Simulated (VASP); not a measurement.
# Al2Cu (I4/mmm) in VASP: single point with PBE

Aim: the single point of Al2Cu with PBE.

All numbers are computed with VASP 6.6.1; they aren't measurements. Logs are shortened: lines on timing, memory, paths and dates and some standing lists are left out, and cuts for length are marked.

## (1) The cell of the first run

It takes space group I4/mmm (No. 139, tetragonal). Conventional cell: a = 4.061 Å, b = 4.061 Å, c = 5.702 Å, α = 90.00°, β = 90.00°, γ = 90.00°. Within 3.3 Å of Al (site symmetry -4m2) lie 4 Cu at 2.48 Å and 6 Al at 2.85 to 2.87 Å. Within 3.3 Å of Cu (site symmetry 4/mmm) lie 8 Al at 2.48 Å.

## (2) Single point, PBE

INCAR

```
PREC = Accurate
ENCUT = 520
EDIFF = 1E-7
ISMEAR = 0
SIGMA = 0.05
LREAL = F
LASPH = T
NELM = 80
ALGO = Normal
ISIF = 2
LWAVE = F
LCHARG = F
GGA = PE
NBANDS = 16
```

KPOINTS

```
Automatic mesh
0
Gamma
  14 14 14
```

POSCAR

```
Al2Cu
1.0
   -2.0303375000      2.0303375000      2.8510940000
    2.0303375000     -2.0303375000      2.8510940000
    2.0303375000      2.0303375000     -2.8510940000
Al Cu
2 1
Direct
    0.7500000000      0.2500000000      0.5000000000
    0.2500000000      0.7500000000      0.5000000000
    0.5000000000      0.5000000000      0.0000000000
```

Potentials or basis: VASP PAW PBE potentials, release 64 (Al, Cu).

On the command line:

```bash
cat potpaw_PBE.64/Al/POTCAR potpaw_PBE.64/Cu/POTCAR > POTCAR
mpirun -np 1 vasp_std > vasp.out
```

OUTCAR:

```text
PREC = Accurate
   ENCUT = 520
   EDIFF = 1E-7
   ISMEAR = 0
   LREAL = F
   LASPH = T
   NELM = 80
   ISIF = 2
   GGA = PE

 ion  position               nearest neighbor table
   1  0.750  0.250  0.500-   3 2.48   3 2.48   3 2.48   3 2.48   2 2.85   2 2.85   2 2.87   2 2.87
                             2 2.87   2 2.87
   2  0.250  0.750  0.500-   3 2.48   3 2.48   3 2.48   3 2.48   1 2.85   1 2.85   1 2.87   1 2.87
                             1 2.87   1 2.87
   3  0.500  0.500  0.000-   2 2.48   1 2.48   1 2.48   2 2.48   1 2.48   2 2.48   2 2.48   1 2.48

  LATTYP: Found a body centered tetragonal cell.
 ALAT       =     4.0606750000
 C/A-ratio  =     1.4042463384

  Lattice vectors:

 A1 = (  -2.0303375000,   2.0303375000,   2.8510940000)
 A2 = (   2.0303375000,  -2.0303375000,   2.8510940000)
 A3 = (   2.0303375000,   2.0303375000,  -2.8510940000)

Analysis of symmetry for initial positions (statically):
=====================================================================
 Subroutine PRICEL returns:
 Original cell was already a primitive cell.

 Routine SETGRP: Setting up the symmetry group for a
 body centered tetragonal supercell.

 Subroutine GETGRP returns: Found 16 space group operations
 (whereof 16 operations were pure point group operations)
 out of a pool of 16 trial point group operations.

The static configuration has the point symmetry D_4h.

Analysis of symmetry for dynamics (positions and initial velocities):
=====================================================================
 Subroutine PRICEL returns:
 Original cell was already a primitive cell.

 Routine SETGRP: Setting up the symmetry group for a
 body centered tetragonal supercell.

 Subroutine GETGRP returns: Found 16 space group operations
 (whereof 16 operations were pure point group operations)
 out of a pool of 16 trial point group operations.

The dynamic configuration has the point symmetry D_4h.

 Subroutine INISYM returns: Found 16 space group operations
 (whereof 16 operations are pure point group operations),
 and found     1 'primitive' translations

----------------------------------------------------------------------------------------

                                     Primitive cell

  volume of cell :      47.0119

  direct lattice vectors                    reciprocal lattice vectors
    -2.030337500  2.030337500  2.851094000     0.000000000  0.246264476  0.175371279
     2.030337500 -2.030337500  2.851094000     0.246264476  0.000000000  0.175371279
     2.030337500  2.030337500 -2.851094000     0.246264476  0.246264476  0.000000000

  length of vectors
     4.046390703  4.046390703  4.046390703     0.302326442  0.302326442  0.348270562

  position of ions in fractional coordinates (direct lattice)
     0.750000000  0.250000000  0.500000000
     0.250000000  0.750000000  0.500000000
     0.500000000  0.500000000  0.000000000

  ion indices of the primitive-cell ions
   primitive index   ion index
                 1           1
                 2           2
                 3           3

----------------------------------------------------------------------------------------

 KPOINTS: Automatic mesh

Automatic generation of k-mesh.
 Grid dimensions read from file:
 generate k-points for:   14   14   14

 Generating k-lattice:

  Cartesian coordinates                     Fractional coordinates (reciprocal lattice)
     0.000000000  0.017590320  0.012526520     0.071428571  0.000000000  0.000000000
     0.017590320  0.000000000  0.012526520     0.000000000  0.071428571  0.000000000
     0.017590320  0.017590320  0.000000000     0.000000000  0.000000000  0.071428571

  Length of vectors
     0.021594746  0.021594746  0.024876469

  Shift w.r.t. Gamma in fractional coordinates (k-lattice)
     0.000000000  0.000000000  0.000000000

 Subroutine IBZKPT returns following result:
 ===========================================

 Found    244 irreducible k-points:

 Following reciprocal coordinates:
            Coordinates               Weight
  0.000000  0.000000  0.000000      1.000000
  0.071429 -0.000000  0.000000      8.000000
  0.142857 -0.000000  0.000000      8.000000
  0.214286 -0.000000  0.000000      8.000000
  0.285714  0.000000  0.000000      8.000000
  0.357143  0.000000  0.000000      8.000000
[... 16 lines left out ...]
  0.214286  0.142857  0.000000     16.000000
  0.285714  0.142857  0.000000     16.000000
 [... further k-points ...]
   k-points           NKPTS =    244   k-points in BZ     NKDIM =    244   number of bands    NBANDS=     16
   number of dos      NEDOS =    301   number of ions     NIONS =      3
   total plane-waves  NPLWV =  27000
   dimension x,y,z NGX =    30 NGY =   30 NGZ =   30
   dimension x,y,z NGXF=    60 NGYF=   60 NGZF=   60
   ions per type =               2   1
   NGX,Y,Z   is equivalent  to a cutoff of  12.33, 12.33, 12.33 a.u.
   NGXF,Y,Z  is equivalent  to a cutoff of  24.65, 24.65, 24.65 a.u.
 SYSTEM =  unknown system
   PREC   = accura    normal or accurate (medium, high low for compatibility)
   ISTART =      0    job   : 0-new  1-cont  2-samecut
   ICHARG =      2    charge: 1-file 2-atom 10-const
   ISPIN  =      1    spin polarized calculation?
   LNONCOLLINEAR =      F non collinear calculations
   LSORBIT =      F    spin-orbit coupling
   LASPH  =      T    aspherical Exc in radial PAW
   ENCUT  =  520.0 eV  38.22 Ry    6.18 a.u.   7.52  7.52  7.52*2*pi/ulx,y,z
   NELM   =     80;   NELMIN=  2; NELMDL= -5     # of ELM steps
   EDIFF  = 0.1E-06   stopping-criterion for ELM
   LREAL  =      F    real-space projection
   EDIFFG = 0.1E-05   stopping-criterion for IOM
   NSW    =      0    number of steps for IOM
   IBRION =     -1    ionic relax: 0-MD 1-quasi-New 2-CG
   NFREE  =      0    steps in history (QN), initial steepest desc. (CG)
   ISIF   =      2    stress and relaxation
   ISYM   =      2    0-nonsym 1-usesym 2-fastsym
   POTIM  = 0.5000    time-step for ionic-motion
   TEBEG  =    0.0;   TEEND  =   0.0 temperature during run
   PSTRESS=    0.0 pullay stress
   NELECT =      17.0000    total number of electrons
   NUPDOWN=      -1.0000    fix difference up-down
   EMIN   =  10.00;   EMAX   =-10.00  energy-range for DOS
   EFERMI =   0.00;   METHOD = LEGACY
   ISMEAR =     0;   SIGMA  =   0.05  broadening in eV -4-tet -1-fermi 0-gaus
   EFERMI_NEDOS =   21; number of points for ismear=-14 and -15
   IALGO  =     38    algorithm
   IMIX   =      4    mixing-type and parameters
     AMIX     =   0.40;   BMIX     =  1.00
     AMIX_MAG =   1.60;   BMIX_MAG =  1.00
  volume/ion in A,a.u.               =      15.67       105.75
  Fermi-wavevector in a.u.,A,eV,Ry     =   1.166331  2.204046 18.508385  1.360328
  Thomas-Fermi vector in A             =   2.302845
   LORBIT       =      0    0 simple, 1 ext, 2 COOP (PROOUT), +10 PAW based schemes
   GGA     = PE    functional components
   LHFCALC =     F    Hartree Fock is set to
   AEXX    =    0.0000 exact exchange contribution
   IVDW    =     0    specifies the selected vdW correction
   LEPSILON=     F    determine dielectric tensor
   LRPA    =     F    only Hartree local field effects (RPA)
 non-spin polarized calculation
 Gauss-broadening in eV      SIGMA  =   0.05
  energy-cutoff  :      520.00
  volume of cell :       47.01
 maximum number of plane-waves:      1297
   NGX = 15   NGY = 15   NGZ = 15

 number of electron      17.0000003 magnetization

 Free energy of the ion-electron system (eV)
  ---------------------------------------------------
  ext. energy  EPLUGINS =         0.00000000
  ---------------------------------------------------
  free energy    TOTEN  =       -11.73319811 eV

  energy without entropy =      -11.73191397  energy(sigma->0) =      -11.73255604

 E-fermi :   7.1880     XC(G=0): -10.5221

 val. band max:        7.1872058905   @ k =  -0.2143  -0.3571   0.0714
 cond. band min:       7.2026380600   @ k =  -0.1429   0.4286   0.1429
 fundamental gap:      0.0154321695
 Fermi energy:         7.1879994768

 k-point     1 :       0.0000    0.0000    0.0000
  band No.  band energies     occupation
      1      -3.1148      2.00000
      2       2.5656      2.00000
      3       2.5728      2.00000
      4       2.5728      2.00000
      5       3.1274      2.00000
      6       3.1392      2.00000
[... 8 lines left out ...]
     15      14.1279      0.00000
     16      14.3594      0.00000

 k-point     2 :       0.0714   -0.0000    0.0000
  band No.  band energies     occupation
      1      -3.0457      2.00000
      2       2.5473      2.00000
      3       2.5794      2.00000
      4       2.5836      2.00000
      5       3.1246      2.00000
      6       3.1362      2.00000
[... 8 lines left out ...]
     15      13.4800      0.00000
     16      14.0378      0.00000

 k-point     3 :       0.1429   -0.0000    0.0000
  band No.  band energies     occupation
      1      -2.8393      2.00000
      2       2.4784      2.00000
      3       2.6090      2.00000
      4       2.6128      2.00000
      5       3.1190      2.00000
      6       3.1299      2.00000
[... 8 lines left out ...]
     15      13.2069      0.00000
     16      13.7340      0.00000

 k-point     4 :       0.2143   -0.0000    0.0000
  band No.  band energies     occupation
      1      -2.4982      2.00000
      2       2.3542      2.00000
      3       2.6483      2.00000
      4       2.6508      2.00000
      5       3.1183      2.00000
      6       3.1276      2.00000
[... 8 lines left out ...]
     15      13.0767      0.00000
     16      14.5064      0.00000
[... 324 lines left out ...]
 k-point    22 :       0.1429    0.1429    0.0000
  band No.  band energies     occupation
      1      -2.3826      2.00000
      2       2.3430      2.00000
      3       2.6406      2.00000
      4       2.6810      2.00000
      5       3.0749      2.00000
      6       3.1606      2.00000
[... 8 lines left out ...]
     15      14.5702      0.00000
     16      15.8928      0.00000

 k-point    23 :       0.2143    0.1429    0.0000
  band No.  band energies     occupation
      1      -1.9558      2.00000
      2       2.2024      2.00000
      3       2.6490      2.00000
      4       2.7314      2.00000
      5       3.0626      2.00000
      6       3.1821      2.00000
[... 8 lines left out ...]
     15      14.6027      0.00000
     16      17.0278      0.00000

 k-point    24 :       0.2857    0.1429    0.0000
  band No.  band energies     occupation
      1      -1.4078      2.00000
      2       1.9415      2.00000
      3       2.6487      2.00000
      4       2.7687      2.00000
      5       3.0770      2.00000
      6       3.2001      2.00000
[... 8 lines left out ...]
     15      14.4416      0.00000
     16      17.9213      0.00000

 [... further k-points ...]

------------------------ aborting loop because EDIFF is reached ----------------------------------------

  FORCE on cell =-STRESS in cart. coord.  units (eV):
  Direction    XX          YY          ZZ          XY          YZ          ZX
  --------------------------------------------------------------------------------------
  -------------------------------------------------------------------------------------
  Total        0.8248621      0.8248621      1.0095495      0.0000000      0.0000000     -0.0000000
  in kB       28.1114953     28.1114953     34.4056836      0.0000000      0.0000000     -0.0000000
  external PRESSURE =      30.2095581 kB  Pullay stress =       0.0000000 kB

 VOLUME and BASIS-vectors are now :
 -----------------------------------------------------------------------------
  energy-cutoff  :      520.00
  volume of cell :       47.01
      direct lattice vectors                 reciprocal lattice vectors
    -2.030337500  2.030337500  2.851094000     0.000000000  0.246264476  0.175371279
     2.030337500 -2.030337500  2.851094000     0.246264476  0.000000000  0.175371279
     2.030337500  2.030337500 -2.851094000     0.246264476  0.246264476  0.000000000

 POSITION                                       TOTAL-FORCE (eV/Angst)
 -----------------------------------------------------------------------------------
      0.00000      2.03034      1.42555         0.000000      0.000000     -0.000000
      2.03034      0.00000      1.42555        -0.000000     -0.000000      0.000000
      0.00000      0.00000      2.85109         0.000000     -0.000000      0.000000
 -----------------------------------------------------------------------------------
    total drift:                                0.000000     -0.000000      0.000000

  FREE ENERGIE OF THE ION-ELECTRON SYSTEM (eV)
  ---------------------------------------------------
  free  energy   TOTEN  =       -11.7331981103 eV

  energy  without entropy=      -11.7319139658  energy(sigma->0) =      -11.73255604
```

Wall time 2.8 min (1 thread of Intel Xeon Platinum 8375C at 2.90GHz (Ice Lake), shared host); peak memory 0.31 GiB.

What came out:

```
Free energy            : -11.7332 eV
Pressure               : 3.0 GPa
Band gap on the k mesh : zero (an odd number of electrons rules out a gap without spin polarisation)
```

Stress tensor (GPa, compression positive):
```
2.81 0.00 0.00
0.00 2.81 0.00
0.00 0.00 3.44
```

Levels at points of the mesh, in eV from the Fermi level:
```csv
k point,band 5,band 6,band 7,band 8,band 9,band 10,band 11,band 12,band 13,band 14
"(0.00, 0.00, 0.00)",-4.06,-4.05,2.88,2.91,2.91,2.96,2.96,2.96,4.33,6.94
"(0.50, 0.00, 0.00)",-4.01,-3.99,-3.99,0.58,0.64,2.91,2.95,3.86,4.42,9.77
"(0.50, 0.50, 0.00)",-4.11,-3.89,-3.78,-2.02,-1.97,0.39,1.55,9.02,10.61,10.84
"(0.50, 0.50, 0.50)",-4.11,-3.90,-3.75,-2.04,-2.04,0.30,1.51,9.03,10.69,10.69
```

Caveat: the cell stands under pressure.
